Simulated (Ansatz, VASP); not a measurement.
ZnCu in VASP and in Ansatz

Contents of INCAR:

```
PREC = Accurate ; ENCUT = 520
EDIFF = 1E-6 ; ISMEAR = 0
SIGMA = 0.15 ; LREAL = F
LASPH = T ; NELM = 80
ALGO = Fast ; ISIF = 2
LWAVE = F ; LCHARG = T
GGA = PE ; LELF = T
LVHAR = T ; NBANDS = 18
```

The input KPOINTS:

```
Automatic mesh
0
Gamma
  18 18 18
```

The input POSCAR:

```
ZnCu
1.0
    2.9469550329      0.0765442866      0.0765442866
    0.0765442866      2.9469550329      0.0765442866
    0.0765442866      0.0765442866      2.9469550329
Zn Cu
1 1
Direct
    0.5000000000      0.5000000000      0.5000000000
    0.0000000000      0.0000000000      0.0000000000
```

Input for Ansatz:

```yaml
crystal:
  lattice:
    - [2.9469550329, 0.0765442866, 0.0765442866]
    - [0.0765442866, 2.9469550329, 0.0765442866]
    - [0.0765442866, 0.0765442866, 2.9469550329]
  atoms:
    - { symbol: Zn, position: [0.5, 0.5, 0.5] }
    - { symbol: Cu, position: [0.0, 0.0, 0.0] }
basis:
  ecutwfc: 420
kpoints:
  mp_grid: { grid: [18, 18, 18] }
hamiltonian:
  xc: pbe
scf:
  occupations: { method: gaussian, width: 0.15 }
output:
  forces: true
  stress: true
  eigenvalues: true
```

Alike in both runs: task single point; functional PBE; k mesh 18 × 18 × 18; occupations gaussian, width 0.15 eV; no spin polarisation.

```csv
,VASP,Ansatz
version,VASP 6.6.1,Ansatz 0.2.0
potentials or method,"VASP PAW PBE potentials, release 64 (Zn, Cu), cutoff 520 eV","scalar-relativistic, plane waves, PAW"
valence electrons in the cell,23,31
```

```csv
,VASP,Ansatz,Ansatz less VASP
gap on the k mesh at the Fermi level (eV),none,none,-
pressure (GPa),4.1,3.2,-0.87
"traceless stress, the component that is largest in VASP (GPa)",-3.79,-3.75,+0.037
```

A gap of «none» marks a metal or a gap that the smearing closes. VASP's potentials hold 23 valence electrons a cell and Ansatz's 31, so a difference there can come from the potentials and not from the codes.
